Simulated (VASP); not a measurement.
## NaI: single point with PBE

Crystal: NaI.

```xyz
2
Lattice="0.0000 3.2631 3.2631 3.2631 0.0000 3.2631 3.2631 3.2631 0.0000" Properties=species:S:1:pos:R:3 pbc="T T T"
Na    0.0000    0.0000    0.0000
I     3.2631    3.2631    3.2631
```

- Program: VASP 6.6.1
- Task: single point
- Functional: PBE
- Potentials or basis: VASP PAW PBE potentials, release 64 (Na_pv, I)
- Cutoff: 520 eV
- k mesh: 6 × 6 × 6
- Occupations: gaussian, width 0.02 eV
- Spin: no spin polarisation
- Dipole correction: no
- Further INCAR settings: ALGO = Normal; EDIFF = 1e-06; NBANDS = 14

* Pressure: 0.0 GPa
* Band gap on the k mesh: 3.58 eV, direct

Levels at points of the mesh, in eV from the valence-band top:
| k point | band 4 | band 5 | band 6 | band 7 | band 8 | band 9 | band 10 | band 11 |
| --- | --- | --- | --- | --- | --- | --- | --- | --- |
| (0.00, 0.00, 0.00) | -10.96 | 0.00 | 0.00 | 0.00 | 3.58 | 7.93 | 7.93 | 7.93 |
| (0.50, 0.00, 0.00) | -10.67 | -2.09 | -0.27 | -0.27 | 5.09 | 7.42 | 7.42 | 8.55 |
| (0.50, 0.50, 0.00) | -10.59 | -1.82 | -0.71 | -0.71 | 4.47 | 5.60 | 9.72 | 11.15 |

It used 15 s of CPU time on 1 thread of Intel Xeon 6975P-C, with other jobs on the host.

Caveat: spin-orbit coupling is left out, which moves the levels of the heavy elements. As with any semilocal functional, this PBE gap is likely too small.
